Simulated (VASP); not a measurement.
Crystal: AlSn.

```
Al Sn
1.0
     3.89718    0.00000    0.00000
    -1.94859    3.37505    0.00000
     0.00000    0.00000    3.06980
Al Sn
1 1
Direct
  0.00000 0.00000 0.00000
  0.33333 0.66667 0.50000
```

Base run:

```yaml
Program: VASP 6.6.1
Functional: PBEsol
Potentials_or_basis: VASP PAW PBE potentials, release 64 (Al, Sn_d)
Cutoff: 520 eV
k_mesh: 10 × 10 × 11
Occupations: fermi-dirac, width 0.05 eV
Spin: no spin polarisation
```

Its results: band gap on the k mesh zero (an odd number of electrons rules out a gap without spin polarisation); pressure 15.5 GPa.

Question: The run is repeated on the same cell with these changes: dispersion from none to D4. What comes out?

Answer: Band gap on the k mesh zero (an odd number of electrons rules out a gap without spin polarisation); pressure 13.7 GPa.

Dispersion adds attraction, which lowers the pressure at fixed volume and, as a term added to the energy, leaves the levels alone.

Caveats: the cell stands under pressure; the PAW data sets were made with another functional, which shifts forces and pressure a little; spin-orbit coupling is left out, which moves the levels of the heavy elements.
